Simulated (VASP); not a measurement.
A run of VASP 6.6.1 is set up as follows.

INCAR

```
SYSTEM = SiO2
ALGO = Normal ; EDIFF = 1E-6
EDIFFG = -0.008 ; ENCUT = 520
IBRION = 2 ; ISIF = 2
ISMEAR = 0 ; LASPH = .True.
LCHARG = .False. ; LREAL = .False.
LWAVE = .False. ; NELM = 60
NSW = 60 ; PREC = Accurate
SIGMA = 0.02
```

The input KPOINTS:

```
k-points
0
Gamma
  6 6 4
  0 0 0
```

POSCAR

```
SiO2
1.0
    5.0386983975      0.0000000000      0.0000000000
   -2.5193491987      4.3636408142      0.0000000000
    0.0000000000      0.0000000000      5.4696064272
Si O
3 6
Direct
    0.0000000000      0.5000000000      0.3333333333
    0.5000000000      0.5000000000      0.6666666667
    0.5000000000      0.0000000000      0.0000000000
    0.5843949018      0.7921974509      0.8333333333
    0.7921974509      0.5843949018      0.5000000000
    0.7921974509      0.2078025491      0.1666666667
    0.4156050982      0.2078025491      0.8333333333
    0.2078025491      0.4156050982      0.5000000000
    0.2078025491      0.7921974509      0.1666666667
```

Potentials or basis: VASP PAW LDA potentials, release 64 (Si, O).

Run with:

```console
$ cat potpaw_LDA.64/Si/POTCAR potpaw_LDA.64/O/POTCAR > POTCAR
$ mpirun -np 1 vasp_std > vasp.out
```

Question: What does it give for the energy gained by relaxing?

Answer: 0.2 meV/atom.

Question: What does it give for the band gap on the k mesh?

Answer: 5.53 eV (least direct gap 5.74 eV).

Forces in eV/Å, atoms in the order of the input:
```
Si   0.000  0.000  0.000
Si   0.000  0.000  0.000
Si   0.000  0.000  0.000
O   -0.005 -0.003  0.000
O    0.000 -0.005  0.000
O   -0.005  0.003  0.000
O    0.005  0.003  0.000
O    0.000  0.005  0.000
O    0.005 -0.003  0.000
```

Caveat: the cell differs from its parent crystal (strain along c alone, the other axes held: -1.0 %). A k mesh can miss the band edges.
